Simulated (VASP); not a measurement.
# Al8H in VASP: notebook, part 2 of 2

VASP 6.6.1. The steps go on from the part before.

## Step 4: Single point, PBE

INCAR reads:

```
ALGO     = Normal         # electronic algorithm
DIPOL    = 0.5 0.5 0.305
EDIFF    = 1E-6           # SCF threshold, eV
ENCUT    = 520            # plane-wave cutoff, eV
GGA      = PE             # functional
IDIPOL   = 3            
ISIF     = 2              # what is computed and relaxed
ISMEAR   = 0              # smearing method
LASPH    = True           # aspherical terms in the spheres
LCHARG   = True           # write CHGCAR
LDIPOL   = True         
LELF     = True           # ELF
LREAL    = Auto         
LVACPOTAV= True         
LVHAR    = True         
LWAVE    = False          # write WAVECAR
NBANDS   = 40             # bands
NELM     = 60             # most SCF steps
PREC     = Accurate       # precision mode
SIGMA    = 0.1            # smearing width, eV
```

KPOINTS reads:

```
k-points
0
Gamma
  5 4 1
```

POSCAR reads:

```
Al8H
1.0
    5.7135165837      0.0000000000      0.0000000000
    0.0000000000      8.0801326415      0.0000000000
    0.0000000000      0.0000000000     22.2432786975
Al H
16 2
Direct
    0.2500000000      0.2500000000      0.1798296040
    0.2500000000      0.7500000000      0.1798296040
    0.7500000000      0.2500000000      0.1798296040
    0.7500000000      0.7500000000      0.1798296040
    0.0000000000      0.0000000000      0.2440458181
    0.0000000000      0.5000000000      0.2440458181
    0.5000000000      0.0000000000      0.2440458181
    0.5000000000      0.5000000000      0.2440458181
    0.2500000000      0.2500000000      0.3102598702
    0.2500000000      0.7500000000      0.3102598702
    0.7500000000      0.2500000000      0.3102598702
    0.7500000000      0.7500000000      0.3102598702
    0.0000000000      0.0000000000      0.3705963860
    0.0000000000      0.5000000000      0.3705963860
    0.5000000000      0.0000000000      0.3705963860
    0.5000000000      0.5000000000      0.3705963860
    0.2500000000      0.2097778880      0.5324430296
    0.2500000000      0.2902221120      0.5324430296
```

Potentials or basis: VASP PAW PBE potentials, release 64 (Al, H).

On the command line:

```
$ cat potpaw_PBE.64/Al/POTCAR potpaw_PBE.64/H/POTCAR > POTCAR
$ mpirun -np 1 vasp_std > vasp.out
```

OUTCAR:

```text
EDIFF = 1E-6
   ENCUT = 520
   GGA = PE
   ISIF = 2
   ISMEAR = 0
   LASPH = True
   LREAL = Auto
   NELM = 60
   PREC = Accurate

 ion  position               nearest neighbor table
   1  0.250  0.250  0.180-   3 2.86   3 2.86   6 2.86   7 2.86   8 2.86   5 2.86   9 2.90
   2  0.250  0.750  0.180-   4 2.86   4 2.86   6 2.86   7 2.86   8 2.86   5 2.86  10 2.90
   3  0.750  0.250  0.180-   1 2.86   1 2.86   6 2.86   7 2.86   8 2.86   5 2.86  11 2.90
   4  0.750  0.750  0.180-   2 2.86   2 2.86   6 2.86   7 2.86   8 2.86   5 2.86  12 2.90
   5  0.000  0.000  0.244-  13 2.81   7 2.86   7 2.86   4 2.86   1 2.86   2 2.86   3 2.86  11 2.88
                            12 2.88   9 2.88  10 2.88
   6  0.000  0.500  0.244-  14 2.81   8 2.86   8 2.86   4 2.86   1 2.86   2 2.86   3 2.86  11 2.88
                            12 2.88   9 2.88  10 2.88
   7  0.500  0.000  0.244-  15 2.81   5 2.86   5 2.86   4 2.86   1 2.86   2 2.86   3 2.86  11 2.88
                            12 2.88   9 2.88  10 2.88
   8  0.500  0.500  0.244-  16 2.81   6 2.86   6 2.86   4 2.86   1 2.86   2 2.86   3 2.86  11 2.88
                            12 2.88   9 2.88  10 2.88
   9  0.250  0.250  0.310-  13 2.81  14 2.81  15 2.81  16 2.81  11 2.86  11 2.86   7 2.88   8 2.88
                             5 2.88   6 2.88   1 2.90
  10  0.250  0.750  0.310-  13 2.81  14 2.81  15 2.81  16 2.81  12 2.86  12 2.86   7 2.88   8 2.88
                             5 2.88   6 2.88   2 2.90
  11  0.750  0.250  0.310-  13 2.81  14 2.81  15 2.81  16 2.81   9 2.86   9 2.86   7 2.88   8 2.88
                             5 2.88   6 2.88   3 2.90
  12  0.750  0.750  0.310-  13 2.81  14 2.81  15 2.81  16 2.81  10 2.86  10 2.86   7 2.88   8 2.88
                             5 2.88   6 2.88   4 2.90
  13  0.000  0.000  0.371-   9 2.81  10 2.81  11 2.81  12 2.81   5 2.81  15 2.86  15 2.86
  14  0.000  0.500  0.371-   9 2.81  10 2.81  11 2.81  12 2.81   6 2.81  16 2.86  16 2.86
  15  0.500  0.000  0.371-   9 2.81  10 2.81  11 2.81  12 2.81   7 2.81  13 2.86  13 2.86
  16  0.500  0.500  0.371-   9 2.81  10 2.81  11 2.81  12 2.81   8 2.81  14 2.86  14 2.86
  17  0.250  0.210  0.532-  18 0.65
  18  0.250  0.290  0.532-  17 0.65

  LATTYP: Found a simple orthorhombic cell.
 ALAT       =     5.7135165837
 B/A-ratio  =     1.4142135624
 C/A-ratio  =     3.8930977747

  Lattice vectors:

 A1 = (   5.7135165837,   0.0000000000,   0.0000000000)
 A2 = (   0.0000000000,   8.0801326415,   0.0000000000)
 A3 = (   0.0000000000,   0.0000000000,  22.2432786975)

Analysis of symmetry for initial positions (statically):
[... 184 lines left out ...]

 dipolmoment           0.000000      0.000000     -0.001822 electrons x Angstroem

 Free energy of the ion-electron system (eV)
  ---------------------------------------------------
  ext. energy  EPLUGINS =         0.00000000
  ---------------------------------------------------
  free energy    TOTEN  =       -61.25468375 eV

  energy without entropy =      -61.21774355  energy(sigma->0) =      -61.23621365

 E-fermi :  -0.8683     XC(G=0):  -3.7074

 val. band max:       -0.8912313070   @ k =   0.0000   0.2500   0.0000
 cond. band min:      -0.8221394238   @ k =   0.2000   0.2500   0.0000
 fundamental gap:      0.0690918832
 Fermi energy:        -0.8683083865

 k-point     1 :       0.0000    0.0000    0.0000
  band No.  band energies     occupation
      1     -11.1105      2.00000
      2      -8.9341      2.00000
      3      -8.8539      2.00000
      4      -8.6743      2.00000
      5      -7.6795      2.00000
      6      -6.6982      2.00000
[... 349 lines left out ...]
     36       1.7556      0.00000
     37       1.7651      0.00000
 [bands above 37 left out]

------------------------ aborting loop because EDIFF is reached ----------------------------------------

  FORCE on cell =-STRESS in cart. coord.  units (eV):
  Direction    XX          YY          ZZ          XY          YZ          ZX
  --------------------------------------------------------------------------------------
  -------------------------------------------------------------------------------------
  Total      -11.9042779     -0.6069625     -1.2659525      0.0000000      0.0000000      0.0000000
  in kB      -18.5734617     -0.9470036     -1.9751824      0.0000000      0.0000000      0.0000000
  external PRESSURE =      -7.1652159 kB  Pullay stress =       0.0000000 kB

 VOLUME and BASIS-vectors are now :
 -----------------------------------------------------------------------------
  energy-cutoff  :      520.00
  volume of cell :     1026.88
      direct lattice vectors                 reciprocal lattice vectors
     5.713516584  0.000000000  0.000000000     0.175023558  0.000000000  0.000000000
     0.000000000  8.080132642  0.000000000     0.000000000  0.123760345  0.000000000
     0.000000000  0.000000000 22.243278697     0.000000000  0.000000000  0.044957401

 POSITION                                       TOTAL-FORCE (eV/Angst)
 -----------------------------------------------------------------------------------
      1.42838      2.02003      4.00000         0.000000      0.000000      0.216015
      1.42838      6.06010      4.00000         0.000000      0.000000      0.215879
      4.28514      2.02003      4.00000         0.000000      0.000000      0.213541
      4.28514      6.06010      4.00000         0.000000      0.000000      0.215402
      0.00000      0.00000      5.42838        -0.000260     -0.000659     -0.207342
      0.00000      4.04007      5.42838        -0.000260      0.000659     -0.207342
[... 10 lines left out ...]
      1.42838      1.69503     11.84328         0.000000     -4.887692      0.003100
      1.42838      2.34503     11.84328         0.000000      4.887692      0.003100
 -----------------------------------------------------------------------------------
    total drift:                               -0.000000     -0.000000     -0.014025

  FREE ENERGIE OF THE ION-ELECTRON SYSTEM (eV)
  ---------------------------------------------------
  free  energy   TOTEN  =       -61.2546837495 eV

  energy  without entropy=      -61.2177435458  energy(sigma->0) =      -61.23621365

 vacuum level on the upper side and lower side of the slab         3.203         3.210
```

Run time: 23 min. Hardware: 1 thread of Intel Xeon 8259CL, shared host; peak memory 0.9 GiB.

What came out:

* Free energy: -61.2547 eV
* Largest force: 4.888 eV/Å
* Band gap on the k mesh: zero (bands 25 and 26 overlap by 0.49 eV)

Forces in eV/Å, atoms in the order of the input:
```
Al   0.000  0.000  0.216
Al   0.000  0.000  0.216
Al   0.000  0.000  0.214
Al   0.000  0.000  0.215
Al   0.000 -0.001 -0.207
Al   0.000  0.001 -0.207
Al   0.000 -0.001 -0.207
Al   0.000  0.001 -0.207
Al   0.000  0.000 -0.014
Al   0.000  0.000 -0.016
Al   0.000  0.000 -0.016
Al   0.000  0.000 -0.015
Al  -0.001 -0.001  0.006
Al  -0.001  0.001  0.006
Al   0.001 -0.001  0.006
Al   0.001  0.001  0.006
H    0.000 -4.888  0.003
H    0.000  4.888  0.003
```

Levels at points of the mesh, in eV from the Fermi level:
```csv
k point,band 21,band 22,band 23,band 24,band 25,band 26,band 27,band 28,band 29,band 30
"(0.00, 0.00, 0.00)",-1.62,-1.45,-0.83,-0.76,-0.55,-0.15,-0.13,0.21,1.24,1.26
"(0.00, 0.50, 0.00)",-1.16,-0.95,-0.95,-0.88,-0.88,0.23,0.23,0.25,0.25,1.19
```

## Step 5: Overview

| cell | gap on the mesh (eV) | largest force (eV/Å) |
| --- | --- | --- |
| as given, atomic positions A | none | 5.10 |
| as given, atomic positions B | none | 4.92 |
| as given, atomic positions C | none | 4.89 |

Alike in all rows: task single point; level PBE; potentials or basis VASP PAW PBE potentials, release 64 (Al, H); no spin polarisation; k mesh 5 × 4 × 1; cutoff (eV) 520; smearing gaussian 0.1 eV.

Absolute energies hang on the potentials; compare differences alone.

The gap in the log of VASP goes by the Fermi energy; the results here count the filled bands.